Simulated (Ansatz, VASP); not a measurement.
Two plane-wave programs on AlN

```
Al N
1.0
     0.00000    2.05808    2.05808
     2.05808    0.00000    2.05808
     2.05808    2.05808    0.00000
Al N
1 1
Direct
  0.50000 0.50000 0.50000
  0.00000 0.00000 0.00000
```

Alike in both runs: task single point; functional PBE; k mesh 10 × 10 × 10; occupations gaussian, width 0.02 eV; no spin polarisation.

|  | VASP | Ansatz |
| --- | --- | --- |
| version | VASP 6.6.1 | Ansatz 0.2.0 |
| potentials or method | VASP PAW PBE potentials, release 64 (Al, N), cutoff 520 eV | scalar-relativistic, plane waves, PAW |
| valence electrons in the cell | 8 | 8 |

Ansatz gave:

* gap on the k mesh at the Fermi level (eV): 4.12
* least direct gap on the mesh (eV): 4.92
* pressure (GPa): -7.9

Q: Estimate VASP's values.

A: gap on the k mesh at the Fermi level (eV): 4.10; least direct gap on the mesh (eV): 4.93; pressure (GPa): -8.1.

The functional is the same, so the differences come from potentials, cutoffs and numerics.
